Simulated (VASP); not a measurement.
## Mg: single point with LDA

Mg:

```
Mg
1.0
    -1.88774    1.88774    1.58860
     1.88774   -1.88774    1.58860
     1.88774    1.88774   -1.58860
Mg
1
Cartesian
  0.0000 0.0000 0.0000
```

This cell differs from its parent crystal: ratio of the length along z to the lengths across it x 0.92, volume and fractional coordinates fixed.

| Quantity | Value |
| --- | --- |
| Program | VASP 6.6.1 |
| Task | single point |
| Functional | LDA |
| Potentials or basis | VASP PAW LDA potentials, release 64 (Mg) |
| Cutoff | 520 eV |
| k mesh | 22 × 22 × 22 |
| Occupations | gaussian, width 0.15 eV |
| Spin | no spin polarisation |

```
Pressure               : -1.6 GPa
Band gap on the k mesh : zero (bands 1 and 2 overlap by 4.46 eV)
```

Stress tensor (GPa, compression positive):
```
-2.09  0.00  0.00
 0.00 -2.09  0.00
 0.00  0.00 -0.48
```

Levels at points of the mesh, in eV from the Fermi level:
```tsv
k point	band 1	band 2	band 3	band 4
(0.00, 0.00, 0.00)	-7.00	10.91	13.09	13.09
(0.50, 0.00, 0.00)	-1.15	-0.42	7.83	8.56
(0.50, 0.50, 0.00)	-1.93	-1.75	11.06	11.59
(0.50, 0.50, 0.50)	2.60	2.60	3.31	3.81
```

Run time: 110 s on 1 thread of Oxide Virtual Turin-like Processor, with other jobs on the host, peak memory 0.2 GiB.
